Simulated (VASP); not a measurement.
# PtS2 (P-3m1) in VASP: a series of runs, part 2 of 2

VASP 6.6.1.

## (4) Relaxation of shape and atoms at fixed volume, PBEsol

Contents of INCAR:

```
PREC     = Accurate       # precision mode
ENCUT    = 600            # plane-wave cutoff, eV
EDIFF    = 1E-6           # SCF threshold, eV
ISMEAR   = 0              # smearing method
SIGMA    = 0.05           # smearing width, eV
LREAL    = F              # projectors in reciprocal space
LASPH    = T              # aspherical terms in the spheres
NELM     = 80             # most SCF steps
ALGO     = Normal         # electronic algorithm
ISIF     = 4              # what is computed and relaxed
LWAVE    = F              # write WAVECAR
LCHARG   = F              # write CHGCAR
GGA      = PS             # functional
IBRION   = 2              # ionic algorithm
NSW      = 60             # ionic steps
EDIFFG   = -0.02          # ionic threshold
```

Contents of KPOINTS:

```
Automatic mesh
0
Gamma
  12 12 8
```

Contents of POSCAR:

```
PtS2
1.0
    3.5431995404      0.0000000001      0.0000000000
   -1.7715997703      3.0685008127      0.0000000000
    0.0000000000      0.0000000000      5.0388000919
Pt S
1 2
Direct
    0.0000000000      0.0000000000      0.0000000000
    0.3333333333      0.6666666667      0.2500000000
    0.6666666667      0.3333333333      0.7500000000
```

Potentials or basis: VASP PAW PBE potentials, release 64 (Pt, S).

Run with:

```console
> cat potpaw_PBE.64/Pt/POTCAR potpaw_PBE.64/S/POTCAR > POTCAR
> mpirun -np 1 vasp_std > vasp.out
```

OUTCAR:

```text
PREC = Accurate
   ENCUT = 600
   EDIFF = 1E-6
   ISMEAR = 0
   LREAL = F
   LASPH = T
   NELM = 80
   ISIF = 4
   GGA = PS
   IBRION = 2
   NSW = 60
   EDIFFG = -0.02

 ion  position               nearest neighbor table
   1  0.000  0.000  0.000-   2 2.40   3 2.40   3 2.40   2 2.40   3 2.40   2 2.40
   2  0.333  0.667  0.250-   1 2.40   1 2.40   1 2.40
   3  0.667  0.333  0.750-   1 2.40   1 2.40   1 2.40

  LATTYP: Found a hexagonal cell.
 ALAT       =     3.5431995404
 C/A-ratio  =     1.4221045229

  Lattice vectors:

 A1 = (   3.5431995404,   0.0000000001,   0.0000000000)
 A2 = (  -1.7715997703,   3.0685008127,   0.0000000000)
 A3 = (   0.0000000000,   0.0000000000,   5.0388000919)

Analysis of symmetry for initial positions (statically):
=====================================================================
 Subroutine PRICEL returns:
 Original cell was already a primitive cell.

 Routine SETGRP: Setting up the symmetry group for a
 hexagonal supercell.

 Subroutine GETGRP returns: Found 12 space group operations
 (whereof 12 operations were pure point group operations)
 out of a pool of 24 trial point group operations.

The static configuration has the point symmetry D_3d.

Analysis of symmetry for dynamics (positions and initial velocities):
=====================================================================
 Subroutine PRICEL returns:
 Original cell was already a primitive cell.

 Routine SETGRP: Setting up the symmetry group for a
 hexagonal supercell.

 Subroutine GETGRP returns: Found 12 space group operations
 (whereof 12 operations were pure point group operations)
 out of a pool of 24 trial point group operations.

The dynamic configuration has the point symmetry D_3d.

 Subroutine INISYM returns: Found 12 space group operations
 (whereof 12 operations are pure point group operations),
 and found     1 'primitive' translations

[... 132 lines left out ...]
 maximum number of plane-waves:      1863
   NGX = 15   NGY = 15   NGZ = 21

--------------------------------------- Ionic step        1  -------------------------------------------

 number of electron      22.0000000 magnetization

 Free energy of the ion-electron system (eV)
  ---------------------------------------------------
  ext. energy  EPLUGINS =         0.00000000
  ---------------------------------------------------
  free energy    TOTEN  =       -16.96523125 eV

  energy without entropy =      -16.96523125  energy(sigma->0) =      -16.96523125

------------------------ aborting loop because EDIFF is reached ----------------------------------------

  FORCE on cell =-STRESS in cart. coord.  units (eV):
  Direction    XX          YY          ZZ          XY          YZ          ZX
  --------------------------------------------------------------------------------------
  -------------------------------------------------------------------------------------
  Total       -0.7770087     -0.7770087     -1.5528513      0.0000000     -0.0000000     -0.0000000
  in kB      -22.7241422    -22.7241423    -45.4141800      0.0000000     -0.0000000     -0.0000000
  external PRESSURE =     -30.2874882 kB  Pullay stress =       0.0000000 kB
[... 61 lines left out ...]
--------------------------------------- Ionic step        3  -------------------------------------------

 number of electron      21.9999999 magnetization

 Free energy of the ion-electron system (eV)
  ---------------------------------------------------
  ext. energy  EPLUGINS =         0.00000000
  ---------------------------------------------------
  free energy    TOTEN  =       -16.99617033 eV

  energy without entropy =      -16.99617033  energy(sigma->0) =      -16.99617033

 E-fermi :   6.9656     XC(G=0): -10.8511

 val. band max:        6.7635035218   @ k =   0.0000   0.0000   0.0000
 cond. band min:       7.3394040066   @ k =   0.0000   0.2500   0.2500
 fundamental gap:      0.5759004848
 Fermi energy:         6.9656180406

 k-point     1 :       0.0000    0.0000    0.0000
  band No.  band energies     occupation
      1      -8.6393      2.00000
      2      -5.5732      2.00000
      3      -0.2895      2.00000
      4       0.0056      2.00000
      5       0.0056      2.00000
      6       2.8511      2.00000
      7       2.8511      2.00000
      8       4.6948      2.00000
      9       5.5651      2.00000
     10       5.5651      2.00000
     11       6.7635      2.00000
     12       8.7155      0.00000
     13       8.7155      0.00000
     14      11.1058      0.00000
[... 401 lines left out ...]
      2      -5.8463      2.00000
      3      -0.0955      2.00000
      4       0.2083      2.00000
      5       0.5834      2.00000
      6       2.2058      2.00000
      7       2.6481      2.00000
      8       3.9337      2.00000
      9       5.2516      2.00000
     10       5.5917      2.00000
     11       6.7233      2.00000
     12       8.0488      0.00000
     13       8.3845      0.00000
     14      12.1470      0.00000
     15      12.9559      0.00000

 [... further k-points ...]
[... 5 lines left out ...]
  --------------------------------------------------------------------------------------
  -------------------------------------------------------------------------------------
  Total       -0.2282455     -0.2282455     -0.1750891      0.0000000      0.0000000     -0.0000000
  in kB       -6.6751931     -6.6751931     -5.1205985      0.0000000      0.0000000     -0.0000000
  external PRESSURE =      -6.1569949 kB  Pullay stress =       0.0000000 kB
[... 18 lines left out ...]
  FREE ENERGIE OF THE ION-ELECTRON SYSTEM (eV)
  ---------------------------------------------------
  free  energy   TOTEN  =       -16.9961703293 eV

  energy  without entropy=      -16.9961703293  energy(sigma->0) =      -16.99617033

 reached required accuracy - stopping structural energy minimisation
```

OSZICAR:

```text
N       E                     dE             d eps       ncg     rms          rms(c)
DAV:   1     0.127104059589E+03    0.12710E+03   -0.11557E+04  3938   0.148E+03
[... 21 lines left out ...]
       N       E                     dE             d eps       ncg     rms          rms(c)
DAV:   1    -0.169987364033E+02   -0.63632E-02   -0.52603E-01  3944   0.486E+00    0.501E-01
DAV:   2    -0.169968077742E+02    0.19286E-02   -0.34099E-02  5134   0.142E+00    0.235E-01
DAV:   3    -0.169963915812E+02    0.41619E-03   -0.29655E-03  4658   0.541E-01    0.158E-01
DAV:   4    -0.169962204710E+02    0.17111E-03   -0.25699E-04  4938   0.133E-01    0.861E-02
DAV:   5    -0.169961697979E+02    0.50673E-04   -0.13248E-04  5008   0.854E-02    0.175E-02
DAV:   6    -0.169961703293E+02   -0.53142E-06   -0.79026E-06  4658   0.276E-02
   3 F= -.16996170E+02 E0= -.16996170E+02  d E =-.309391E-01
```

Wall time 2.1 min (1 thread of Intel Xeon 6975P-C (Granite Rapids), shared host); peak memory 0.28 GiB.

Results:

```
Free energy                  : -16.9962 eV
Energy gained by relaxing    : 10.3 meV/atom
Ionic steps                  : 3
Pressure after relaxing      : -0.6 GPa
Largest force after relaxing : 0.008 eV/Å
Band gap on the k mesh       : 0.58 eV, indirect (least direct gap 0.75 eV)
```

Forces in eV/Å, atoms in the order of the input:
```
Pt   0.000  0.000  0.000
S    0.000  0.000 -0.008
S    0.000  0.000  0.008
```

Step by step:
```
step  energy change (eV)  largest force (eV/Å)  pressure (GPa)  volume (Å³)
   1              0.0000                0.5923           -3.03        54.78
   2             -0.0271                0.2153           -1.47        54.78
   3             -0.0309                0.0079           -0.62        54.78
```

Final structure:
```cif
data_structure
_symmetry_space_group_name_H-M 'P 1'
_symmetry_Int_Tables_number 1
_cell_length_a 3.5660
_cell_length_b 3.5660
_cell_length_c 4.9745
_cell_angle_alpha 90.000
_cell_angle_beta 90.000
_cell_angle_gamma 120.000
_cell_volume 54.78
loop_
_atom_site_label
_atom_site_type_symbol
_atom_site_fract_x
_atom_site_fract_y
_atom_site_fract_z
_atom_site_occupancy
Pt1 Pt 0.00000 0.00000 0.00000 1
S1 S 0.33333 0.66667 0.24125 1
S2 S 0.66667 0.33333 0.75875 1
```

Levels at points of the mesh, in eV from the valence-band top:
```
           k point  band 7  band 8  band 9  band 10  band 11  band 12  band 13  band 14  band 15
(0.00, 0.00, 0.00)   -3.91   -2.07   -1.20    -1.20     0.00     1.95     1.95     4.34     5.22
(0.50, 0.00, 0.00)   -3.41   -3.37   -3.24    -3.14    -2.54     1.35     2.54     5.32     6.31
(0.00, 0.00, 0.50)   -3.94   -2.76   -1.48    -1.48    -1.16     2.59     2.59     5.35     6.93
(0.50, 0.00, 0.50)   -3.26   -3.25   -2.94    -2.86    -1.42     1.56     2.06     5.05     5.20
```

Caveat: the PAW data sets were made with another functional, which shifts forces and pressure a little; spin-orbit coupling is left out, which moves the levels of the heavy elements.
